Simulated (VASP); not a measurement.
Write the native input for VASP 6.6.1 that does the following.

```
Task                   : single point
Functional             : r2SCAN
Potentials or basis    : VASP PAW PBE potentials, release 64 (Ca_sv, Se)
Cutoff                 : 520 eV
k mesh                 : 6 × 6 × 6
Occupations            : gaussian, width 0.01 eV
Spin                   : no spin polarisation
Dipole correction      : no
Further INCAR settings : ALGO = Normal; EDIFF = 1e-06; NBANDS = 15
```

Crystal: CaSe.

```
Ca Se
1.0
     0.00000    3.02573    3.02573
     3.02573    0.00000    3.02573
     3.02573    3.02573    0.00000
Ca Se
1 1
Direct
  0.00000 0.00000 0.00000
  0.50000 0.50000 0.50000
```

This cell differs from its parent crystal: volume changed by +6%.

One way to write it, as run:

POSCAR

```
CaSe
1.0
    0.0000000000      3.0257322431      3.0257322431
    3.0257322431      0.0000000000      3.0257322431
    3.0257322431      3.0257322431      0.0000000000
Ca Se
1 1
Direct
    0.0000000000      0.0000000000      0.0000000000
    0.5000000000      0.5000000000      0.5000000000
```

INCAR.step1

```
SYSTEM = CaSe
PREC = Accurate ; ENCUT = 520
ISMEAR = 0 ; SIGMA = 0.01
LREAL = .FALSE. ; LASPH = .TRUE.
NELM = 100 ; NBANDS = 15
GGA = PE ; ALGO = Normal
EDIFF = 1E-4 ; LWAVE = .TRUE.
LCHARG = .FALSE.
```

INCAR.step2

```
SYSTEM = CaSe
PREC = Accurate ; ENCUT = 520
EDIFF = 1E-6 ; ISMEAR = 0
SIGMA = 0.01 ; LREAL = .FALSE.
LASPH = .TRUE. ; NELM = 100
ALGO = Normal ; ISIF = 2
LWAVE = .FALSE. ; LCHARG = .FALSE.
METAGGA = R2SCAN ; LMIXTAU = .TRUE.
NBANDS = 15 ; ISTART = 1
```

KPOINTS

```
Automatic mesh
0
G
  6 6 6
  0 0 0
```

Potentials or basis: VASP PAW PBE potentials, release 64 (Ca_sv, Se).

Launch:

```sh
$ cat potpaw_PBE.64/Ca_sv/POTCAR potpaw_PBE.64/Se/POTCAR > POTCAR
$ cp INCAR.step1 INCAR
$ mpirun -np 1 vasp_std > vasp.out
$ cp INCAR.step2 INCAR
$ mpirun -np 1 vasp_std > vasp.out
```

Results of the run:

```
Pressure               : -2.5 GPa
Band gap on the k mesh : 2.64 eV, indirect (least direct gap 3.52 eV)
```

Caveat: the PAW data sets were made with another functional, which shifts forces and pressure a little.

Run time: 24 s on 1 thread of Intel(R) Xeon(R) 6975P-C (Granite Rapids), with other jobs on the host, peak memory 0.18 GiB.
